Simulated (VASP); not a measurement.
Here is a VASP 6.6.1 calculation.

Contents of INCAR:

```
SYSTEM = Au
  ALGO = Fast
  EDIFF = 1E-6
  ENCUT = 520
  GGA = PS
  ISIF = 2
  ISMEAR = 0
  LASPH = .True.
  LCHARG = .False.
  LREAL = .False.
  LWAVE = .False.
  NBANDS = 18
  NELM = 80
  PREC = Accurate
  SIGMA = 0.1
```

The input KPOINTS:

```
k-points
0
Gamma
  16 16 16
  0 0 0
```

Contents of POSCAR:

```
Au
1.0
    3.3069897236      0.0000000000      0.0000000000
    0.0000000000      3.2259360539      0.0000000000
    0.0000000000      0.0000000000      3.2259360539
Au
2
Direct
    0.0000000000      0.0000000000      0.0000000000
    0.5000000000      0.5000000000      0.5000000000
```

Potentials or basis: VASP PAW PBE potentials, release 64 (Au).

The run is started by

```bash
$ cat potpaw_PBE.64/Au/POTCAR > POTCAR
$ mpirun -np 1 vasp_std > vasp.out
```

Question: What does it give for the band gap on the k mesh?

Answer: Zero (bands 11 and 12 overlap by 5.22 eV).

Question: Estimate the pressure.

Answer: -1.6 GPa.

Caveat: the cell differs from its parent crystal (uniaxial strain along a: +2.0 %); the PAW data sets were made with another functional, which shifts forces and pressure a little; spin-orbit coupling is left out, which moves the levels of the heavy elements.
